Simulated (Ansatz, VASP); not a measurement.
## One calculation of CdH2O2, two programs

The input INCAR:

```
PREC = Accurate
ENCUT = 520
EDIFF = 1E-6
ISMEAR = 0
SIGMA = 0.01
LREAL = False
LASPH = True
NELM = 60
ALGO = Normal
ISIF = 2
LWAVE = False
LCHARG = True
GGA = PS
LELF = True
LVHAR = True
NBANDS = 21
```

File KPOINTS:

```
regular mesh
0
Gamma
  6 6 4
```

Contents of POSCAR:

```
CdH2O2
1.0
    3.4559332325      0.0000000000      0.0000000000
   -1.7279617010      2.9929178259      0.0000000000
    0.0000000000      0.0000000000      4.5642702181
Cd H O
1 2 2
Direct
    0.0000000000      0.0000000000      0.0000000000
    0.6666666667      0.3333333333      0.5509600000
    0.3333333333      0.6666666667      0.4490400000
    0.6666666667      0.3333333333      0.7593700000
    0.3333333333      0.6666666667      0.2406300000
```

Input for Ansatz:

```yaml
crystal:
  lattice:
    - [3.455933232521249, 0.0, 0.0]
    - [-1.727961701022762, 2.9929178258777247, 0.0]
    - [0.0, 0.0, 4.564270218126856]
  atoms:
    - { symbol: Cd, position: [0.0, 0.0, 0.0] }
    - { symbol: H, position: [0.6666666666666666, 0.3333333333333333, 0.55096] }
    - { symbol: H, position: [0.3333333333333333, 0.6666666666666666, 0.44904] }
    - { symbol: O, position: [0.6666666666666666, 0.3333333333333333, 0.75937] }
    - { symbol: O, position: [0.3333333333333333, 0.6666666666666666, 0.24063] }
basis:
  ecutwfc: 450.0
kpoints:
  mp_grid:
    grid: [6, 6, 4]
hamiltonian:
  xc: pbesol
scf:
  occupations:
    method: fixed
output:
  stress: true
```

Alike in both runs: task single point; functional PBEsol; k mesh 6 × 6 × 4; no spin polarisation.

|  | VASP | Ansatz |
| --- | --- | --- |
| version | VASP 6.6.1 | Ansatz 0.2.0 |
| potentials or method | VASP PAW PBE potentials, release 64 (Cd, H, O), cutoff 520 eV | plane waves, PAW |
| occupations | gaussian, width 0.01 eV | fixed |
| valence electrons in the cell | 26 | 34 |

|  | VASP | Ansatz | Ansatz less VASP |
| --- | --- | --- | --- |
| pressure (GPa) | 6.9 | 5.8 | -1.10 |
| traceless stress, the component that is largest in VASP (GPa) | 5.01 | 4.47 | -0.535 |

VASP's potentials were made for PBE, not for PBEsol. VASP's potentials hold 26 valence electrons a cell and Ansatz's 34, so a difference there can come from the potentials and not from the codes. Ansatz's warnings: structure snapped to symmetry.
